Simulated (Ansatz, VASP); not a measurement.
## Cu in VASP and in Ansatz

The input INCAR:

```
PREC = Accurate ; ENCUT = 600
EDIFF = 1E-6 ; ISMEAR = -1
SIGMA = 0.15 ; LREAL = F
LASPH = T ; NELM = 120
ALGO = Normal ; ISIF = 2
LWAVE = F ; LCHARG = F
GGA = PE ; NBANDS = 18
GGA_COMPAT = F
```

File KPOINTS:

```
regular mesh
0
Gamma
  4 4 4
```

The input POSCAR:

```
Cu
1.0
    2.8500000000      0.0000000000      0.0000000000
    0.0000000000      2.8500000000      0.0000000000
    0.0000000000      0.0000000000      2.8500000000
Cu
2
Direct
    0.0000000000      0.0000000000      0.0000000000
    0.4701289521      0.4701289521      0.4701289521
```

Input for Ansatz:

```yaml
crystal:
  atoms:
  - position: [0.0, 0.0, 0.0]
    symbol: Cu
  - position: [0.4701289520910461, 0.4701289520910461, 0.4701289520910461]
    symbol: Cu
  lattice:
  - [2.85, 0.0, 0.0]
  - [0.0, 2.85, 0.0]
  - [0.0, 0.0, 2.85]
hamiltonian:
  dispersion: none
  pseudopotentials:
    kind: all_electron
    lapw: {}
    relativity: scalar
  xc: pbe
kpoints:
  mp_grid:
    grid: [4, 4, 4]
    shift: [0, 0, 0]
magnetization: {spin_polarized: false}
output: {forces: true, stress: true}
scf:
  occupations: {method: fermi_dirac, width: 0.15}
```

Alike in both runs: task single point; functional PBE; k mesh 4 × 4 × 4; occupations fermi-dirac, width 0.15 eV; no spin polarisation.

|  | VASP | Ansatz |
| --- | --- | --- |
| version | VASP 6.6.1 | Ansatz 0.2 development build |
| potentials or method | VASP PAW PBE potentials, release 64 (Cu), cutoff 600 eV | all-electron full-potential LAPW, scalar-relativistic |

|  | VASP | Ansatz | Ansatz less VASP |
| --- | --- | --- | --- |
| pressure (GPa) | 6.6 | 5.9 | -0.68 |
| traceless stress, the component that is largest in VASP (GPa) | 1.20 | 1.21 | +0.012 |
| rms of the force components (eV/Å) | 0.669 | 0.672 | +0.0026 |

Atom by atom the forces differ by 0.003 eV/Å (rms over components). Ansatz ran all-electron here, and VASP with PAW potentials.

The k mesh is coarse, so the values compare programs but aren't converged.
